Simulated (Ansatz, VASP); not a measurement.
**One calculation of Pb, two programs**

```
CELL_PARAMETERS angstrom
3.48692 0.00000 0.00000
-1.74346 3.01976 0.00000
0.00000 0.00000 11.38846
ATOMIC_POSITIONS crystal
Pb 0.00000 0.00000 0.00000
Pb 0.33333 0.66667 0.25000
Pb 0.00000 0.00000 0.50000
Pb 0.66667 0.33333 0.75000
```

Alike in both runs: task single point; functional PBEsol; k mesh 18 × 18 × 6; occupations gaussian, width 0.1 eV; no spin polarisation.

|  | VASP | Ansatz |
| --- | --- | --- |
| version | VASP 6.6.1 | Ansatz 0.2.0 |
| potentials or method | VASP PAW PBE potentials, release 64 (Pb_d), cutoff 520 eV | scalar-relativistic, plane waves, PAW |
| valence electrons in the cell | 56 | 56 |

Ansatz gave:

```
gap on the k mesh at the Fermi level (eV)                     : none
pressure (GPa)                                                : 0.0
traceless stress, the component that is largest in VASP (GPa) : 0.52
```

**Question.** What did VASP give for the same quantities?

**Answer.** gap on the k mesh at the Fermi level (eV): none; pressure (GPa): -0.4; traceless stress, the component that is largest in VASP (GPa): 0.52.

VASP's potentials were made for PBE, not for PBEsol. A gap of «none» marks a metal or a gap that the smearing closes. With one functional, cell and mesh, what is left measures potentials, basis and numerics.

Neither program's run includes spin-orbit coupling.
